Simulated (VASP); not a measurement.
# Pd (Im-3m) in VASP: settings compared, part 2 of 2

VASP 6.6.1. The steps go on from the part before.

## (4) Single point, PBE0

This run uses another cell than the first one, of 16.48 Å³/atom.

File POSCAR:

```
Pd
1.0
   -1.6031178681      1.6031178681      1.6031178681
    1.6031178681     -1.6031178681      1.6031178681
    1.6031178681      1.6031178681     -1.6031178681
Pd
1
Direct
    0.0000000000      0.0000000000      0.0000000000
```

File INCAR.step1:

```
ALGO = Normal
EDIFF = 1E-5
ENCUT = 470
GGA = PE
GGA_COMPAT = F
ISIF = 2
ISMEAR = -1
LASPH = T
LCHARG = F
LREAL = F
LWAVE = T
NBANDS = 15
NELM = 120
PREC = Accurate
SIGMA = 0.05
```

File INCAR.step2:

```
AEXX = 0.25
ALGO = Normal
EDIFF = 1E-6
ENCUT = 470
GGA = PE
GGA_COMPAT = F
ISIF = 2
ISMEAR = -1
ISTART = 1
LASPH = T
LCHARG = F
LHFCALC = T
LREAL = F
LWAVE = F
NBANDS = 15
NELM = 120
PREC = Accurate
PRECFOCK = Normal
SIGMA = 0.05
```

File KPOINTS:

```
k-points
0
Gamma
  6 6 6
```

Potentials or basis: VASP PAW PBE potentials, release 64 (Pd_sv_GW).

Run with:

```
$ cat potpaw_PBE.64/Pd_sv_GW/POTCAR > POTCAR
$ cp INCAR.step1 INCAR
$ mpirun -np 1 vasp_std > vasp.out
$ cp INCAR.step2 INCAR
$ mpirun -np 1 vasp_std > vasp.out
```

OUTCAR:

```text
AEXX = 0.25
   EDIFF = 1E-6
   ENCUT = 470
   GGA = PE
   ISIF = 2
   ISMEAR = -1
   ISTART = 1
   LASPH = T
   LHFCALC = T
   LREAL = F
   NELM = 120
   PREC = Accurate
   PRECFOCK = Normal

 ion  position               nearest neighbor table
   1  0.000  0.000  0.000-

  LATTYP: Found a body centered cubic cell.
 ALAT       =     3.2062357362

  Lattice vectors:

 A1 = (  -1.6031178681,   1.6031178681,   1.6031178681)
[... 464 lines left out ...]
     13      24.5386      0.00000
     14      24.5386      0.00000
     15      24.5443      0.00000

------------------------ aborting loop because EDIFF is reached ----------------------------------------

  FORCE on cell =-STRESS in cart. coord.  units (eV):
  Direction    XX          YY          ZZ          XY          YZ          ZX
  --------------------------------------------------------------------------------------
  -------------------------------------------------------------------------------------
  Total       -1.8015036     -1.8015036     -1.8015036      0.0000000      0.0000000     -0.0000000
  in kB     -175.1416218   -175.1416218   -175.1416218      0.0000000      0.0000000     -0.0000000
  external PRESSURE =    -175.1416218 kB  Pullay stress =       0.0000000 kB

 VOLUME and BASIS-vectors are now :
 -----------------------------------------------------------------------------
  energy-cutoff  :      470.00
  volume of cell :       16.48
      direct lattice vectors                 reciprocal lattice vectors
    -1.603117868  1.603117868  1.603117868     0.000000000  0.311892226  0.311892226
     1.603117868 -1.603117868  1.603117868     0.311892226  0.000000000  0.311892226
     1.603117868  1.603117868 -1.603117868     0.311892226  0.311892226  0.000000000

 POSITION                                       TOTAL-FORCE (eV/Angst)
 -----------------------------------------------------------------------------------
      0.00000      0.00000      0.00000        -0.000000      0.000000     -0.000000
 -----------------------------------------------------------------------------------
    total drift:                               -0.000000     -0.000000     -0.000001

  FREE ENERGIE OF THE ION-ELECTRON SYSTEM (eV)
  ---------------------------------------------------
  free  energy   TOTEN  =        -2.9432741330 eV

  energy  without entropy=       -2.9400856098  energy(sigma->0) =       -2.94167987
```

OUTCAR.step1:

```text
EDIFF = 1E-5
   ENCUT = 470
   GGA = PE
   ISIF = 2
   ISMEAR = -1
   LASPH = T
[... 491 lines left out ...]

 POSITION                                       TOTAL-FORCE (eV/Angst)
 -----------------------------------------------------------------------------------
      0.00000      0.00000      0.00000         0.000000     -0.000000      0.000000
 -----------------------------------------------------------------------------------
    total drift:                                0.000000     -0.000000     -0.000000

  FREE ENERGIE OF THE ION-ELECTRON SYSTEM (eV)
  ---------------------------------------------------
  free  energy   TOTEN  =        -3.7008463550 eV

  energy  without entropy=       -3.6866033568  energy(sigma->0) =       -3.69372486
```

Run time: 11 min. Hardware: 1 thread of Intel Xeon Platinum 8488C (Sapphire Rapids), shared host; peak memory 0.14 GiB.

Results:

```
Free energy            : -2.9433 eV
Pressure               : -17.5 GPa
Band gap on the k mesh : zero (bands 9 and 10 overlap by 2.68 eV)
```

Levels at points of the mesh, in eV from the Fermi level:
| k point | band 6 | band 7 | band 8 | band 9 | band 10 | band 11 | band 12 | band 13 |
| --- | --- | --- | --- | --- | --- | --- | --- | --- |
| (0.00, 0.00, 0.00) | -3.36 | -3.36 | -3.36 | -1.76 | -1.76 | 20.81 | 20.81 | 20.81 |
| (0.50, 0.00, 0.00) | -4.45 | -1.72 | -1.46 | 0.92 | 2.67 | 8.92 | 16.62 | 18.91 |
| (0.50, 0.50, 0.50) | -5.58 | 0.62 | 0.62 | 0.62 | 10.61 | 10.61 | 10.61 | 18.43 |

Caveat: the k points lie up to 0.46 Å⁻¹ apart, too coarse for converged energies and pressures of a metal; the PAW data sets were made with another functional, which shifts forces and pressure a little.

## (5) Single point, r2SCAN

This run uses another cell than the first one, of 16.48 Å³/atom.

POSCAR is that of step 4.

File INCAR.step1:

```
PREC     = Accurate       # precision mode
ENCUT    = 690            # plane-wave cutoff, eV
ISMEAR   = -1             # smearing method
SIGMA    = 0.05           # smearing width, eV
LREAL    = False          # projectors in reciprocal space
LASPH    = True           # aspherical terms in the spheres
NELM     = 120            # most SCF steps
NBANDS   = 15             # bands
GGA      = PE             # functional
ALGO     = Normal         # electronic algorithm
EDIFF    = 1E-5           # SCF threshold, eV
LWAVE    = True           # write WAVECAR
LCHARG   = False          # write CHGCAR
GGA_COMPAT= False
```

File INCAR.step2:

```
PREC     = Accurate       # precision mode
ENCUT    = 690            # plane-wave cutoff, eV
EDIFF    = 1E-6           # SCF threshold, eV
ISMEAR   = -1             # smearing method
SIGMA    = 0.05           # smearing width, eV
LREAL    = False          # projectors in reciprocal space
LASPH    = True           # aspherical terms in the spheres
NELM     = 120            # most SCF steps
ALGO     = Normal         # electronic algorithm
ISIF     = 2              # what is computed and relaxed
LWAVE    = False          # write WAVECAR
LCHARG   = False          # write CHGCAR
METAGGA  = R2SCAN         # meta-GGA
LMIXTAU  = True         
NBANDS   = 15             # bands
ISTART   = 1            
GGA_COMPAT= False
```

File KPOINTS:

```
Automatic mesh
0
Gamma
  12 12 12
```

Run with:

```
$ cat potpaw_PBE.64/Pd_sv_GW/POTCAR > POTCAR
$ cp INCAR.step1 INCAR
$ mpirun -np 1 vasp_std > vasp.out
$ cp INCAR.step2 INCAR
$ mpirun -np 1 vasp_std > vasp.out
```

Wall time 59 s (1 thread of Intel Xeon Platinum 8488C (Sapphire Rapids), shared host); peak memory 0.17 GiB.

Results (log left out):

```yaml
Free_energy: -21.3805 eV
Pressure: -12.8 GPa
Band_gap_on_the_k_mesh: zero (bands 9 and 10 overlap by 1.48 eV)
```

Levels at points of the mesh, in eV from the Fermi level:
| k point | band 6 | band 7 | band 8 | band 9 | band 10 | band 11 | band 12 | band 13 |
| --- | --- | --- | --- | --- | --- | --- | --- | --- |
| (0.00, 0.00, 0.00) | -2.57 | -2.57 | -2.57 | -0.89 | -0.89 | 19.78 | 19.78 | 19.78 |
| (0.50, 0.00, 0.00) | -3.60 | -0.94 | -0.70 | 0.50 | 1.92 | 7.47 | 15.51 | 17.52 |
| (0.50, 0.50, 0.50) | -4.53 | 0.17 | 0.17 | 0.17 | 9.38 | 9.38 | 9.38 | 16.71 |

Caveat: the cell stands under tension; the PAW data sets were made with another functional, which shifts forces and pressure a little.

## (6) Summary

```csv
level,cell,k mesh,cutoff (eV),grid for exact exchange (PRECFOCK),share of exact exchange,gap on the mesh (eV),pressure (GPa)
PBE0,"a = 2.741 Å, angles 109.5°, 1 atom",6 × 6 × 6,470,Normal,0.25,none,-13.3
r2SCAN,"a = 2.741 Å, angles 109.5°, 1 atom",12 × 12 × 12,690,-,-,none,-8.3
PBE0,"a = 2.777 Å, angles 109.5°, 1 atom",6 × 6 × 6,470,Normal,0.25,none,-17.5
r2SCAN,"a = 2.777 Å, angles 109.5°, 1 atom",12 × 12 × 12,690,-,-,none,-12.8
```

Alike in all rows: task single point; potentials or basis VASP PAW PBE potentials, release 64 (Pd_sv_GW); no spin polarisation; smearing fermi-dirac 0.05 eV.

Caveats: some runs use coarse meshes; the PAW data sets were made with another functional, which shifts forces and pressure a little; the cell stands under tension (at least some runs).

Absolute energies hang on the potentials; compare differences alone.
